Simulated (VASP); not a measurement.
Crystal: TiO2.

```
CELL_PARAMETERS angstrom
1.49733 0.86448 6.98154
-1.49733 0.86448 6.98154
0.00000 -1.72897 6.98154
ATOMIC_POSITIONS crystal
Ti 0.00000 0.00000 0.00000
O 0.62047 0.62047 0.62047
O 0.37953 0.37953 0.37953
```

Program: VASP 6.6.1. Alike in all runs: task single point; level PBEsol; potentials or basis VASP PAW PBE potentials, release 64 (Ti_sv, O); no spin polarisation; cell as given; cutoff (eV) 520; smearing gaussian 0.01 eV. Hardware: 1 thread of Intel(R) Xeon(R) Platinum 8488C (Sapphire Rapids), on a shared host.

Order these runs on this cell by their wall time, lowest first.
A. k mesh 5 × 5 × 5
B. k mesh 7 × 7 × 7
C. k mesh 3 × 3 × 3

C (38 s), A (86 s), B (180 s).

Caveats: some runs use coarse meshes.
